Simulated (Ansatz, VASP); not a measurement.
One calculation of LiH, two programs

Contents of POSCAR:

```
LiH
1.0
    0.0000000000      2.1067899106      1.9984726907
    2.1067899106      0.0000000000      1.9984726907
    2.1067899106      2.1067899106      0.0000000000
Li H
1 1
Direct
    0.0000000000      0.0000000000      0.0000000000
    0.5000000000      0.5000000000      0.5000000000
```

File INCAR.step1:

```
SYSTEM = LiH
ALGO = Normal
EDIFF = 1E-4
ENCUT = 520
GGA = PE
ISMEAR = 0
LASPH = .True.
LCHARG = .False.
LREAL = .False.
LWAVE = .True.
NBANDS = 9
NELM = 60
PREC = Accurate
SIGMA = 0.01
```

INCAR.step2

```
SYSTEM = LiH
ALGO = Normal
EDIFF = 1E-7
ENCUT = 520
ISIF = 2
ISMEAR = 0
ISTART = 1
LASPH = .True.
LCHARG = .True.
LELF = .True.
LMIXTAU = .True.
LREAL = .False.
LVHAR = .True.
LWAVE = .False.
METAGGA = R2SCAN
NBANDS = 9
NELM = 60
PREC = Accurate
SIGMA = 0.01
```

Contents of KPOINTS:

```
k-points
0
Gamma
  10 10 10
  0 0 0
```

Input for Ansatz:

```yaml
crystal:
  lattice:
    - [0.0, 2.1067899106, 1.9984726907]
    - [2.1067899106, 0.0, 1.9984726907]
    - [2.1067899106, 2.1067899106, 0.0]
  atoms:
    - { symbol: Li, position: [0.0, 0.0, 0.0] }
    - { symbol: H, position: [0.5, 0.5, 0.5] }
kpoints:
  mp_grid: { grid: [10, 10, 10] }
  band_path:
    path:
      - [0.0, 0.0, 0.0]
      - [0.5, 0.0, 0.5]
      - [0.625, 0.25, 0.625]
      - [0.375, 0.375, 0.75]
      - [0.5, 0.5, 0.5]
      - [0.5, 0.25, 0.75]
      - [0.5, 0.5, 0.0]
      - [0.0, 0.5, 0.5]
    npoints: 1
hamiltonian:
  xc: r2scan
scf:
  occupations: { method: fixed }
  n_extra_bands: 4
output:
  forces: true
  stress: true
  eigenvalues: true
```

Change from the starting cell: biaxial_xy strain +5.4%.

Alike in both runs: task single point; functional r2SCAN; k mesh 10 × 10 × 10; no spin polarisation.

|  | VASP | Ansatz |
| --- | --- | --- |
| version | VASP 6.6.1 | Ansatz 0.2.0 |
| potentials or method | VASP PAW PBE potentials, release 64 (Li_sv, H) | plane waves, PAW |
| plane-wave cutoff (eV) | 520 | 500 |
| occupations | gaussian, width 0.01 eV | fixed |
| valence electrons in the cell | 4 | 4 |

Ansatz gave:

- gap on the k mesh at the Fermi level (eV): 3.21

Question: What did VASP give for the same quantities?

Answer: gap on the k mesh at the Fermi level (eV): 3.16.

VASP's potentials were made for PBE, not for r2SCAN.

Noted on VASP's run: the cutoff is short for stress, so the pressure is rough.
